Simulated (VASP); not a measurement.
Wanted: the native input for a VASP 6.6.1 run.

```yaml
Task: single point
Functional: PBE
Dispersion: D3(BJ)
Potentials_or_basis: VASP PAW PBE potentials, release 64 (B, N)
Cutoff: 520 eV
k_mesh: 6 × 6 × 6
Occupations: methfessel-paxton, width 0.4 eV
Spin: no spin polarisation
Dipole_correction: no
Further_INCAR_settings: ALGO = Normal; EDIFF = 1e-06; NBANDS = 26
```

The structure of BN lies in POSCAR:

```
BN
1.0
    0.0000000000      0.0000000000      4.3321824800
    2.5032642000      3.4953158300      2.1660912400
   -2.5032642000      3.4953158300      2.1660912400
B N
4 4
Direct
    0.5000486500      0.7500000000      0.2500000000
    0.5000486500      0.2500000000      0.7500000000
    0.0000486500      0.5000000000      0.5000000000
    0.0000486500      0.0000000000      0.0000000000
    0.1666513400      0.7500000000      0.2500000000
    0.1666513400      0.2500000000      0.7500000000
    0.6666513400      0.5000000000      0.5000000000
    0.6666513400      0.0000000000      1.0000000000
```

The input as run:

INCAR

```
SYSTEM = BN
ALGO = Normal ; EDIFF = 1E-6
ENCUT = 520 ; GGA = PE
ISIF = 2 ; ISMEAR = 1
IVDW = 12 ; LASPH = .TRUE.
LCHARG = .FALSE. ; LREAL = .FALSE.
LWAVE = .FALSE. ; NBANDS = 26
NELM = 100 ; PREC = Accurate
SIGMA = 0.4
```

KPOINTS

```
k-points
0
G
  6 6 6
  0 0 0
```

Potentials or basis: VASP PAW PBE potentials, release 64 (B, N).

The run is started by

```sh
$ cat potpaw_PBE.64/B/POTCAR potpaw_PBE.64/N/POTCAR > POTCAR
$ mpirun -np 1 vasp_std > vasp.out
```

Results of the run:

The pressure is 0.9 GPa. The largest force is 0.008 eV/Å. The band gap on the k mesh is 3.85 eV and the dispersion energy per atom is -0.133 eV.

Run time: 110 s on 1 thread of Intel Xeon 8259CL, with other jobs on the host, peak memory 0.23 GiB.
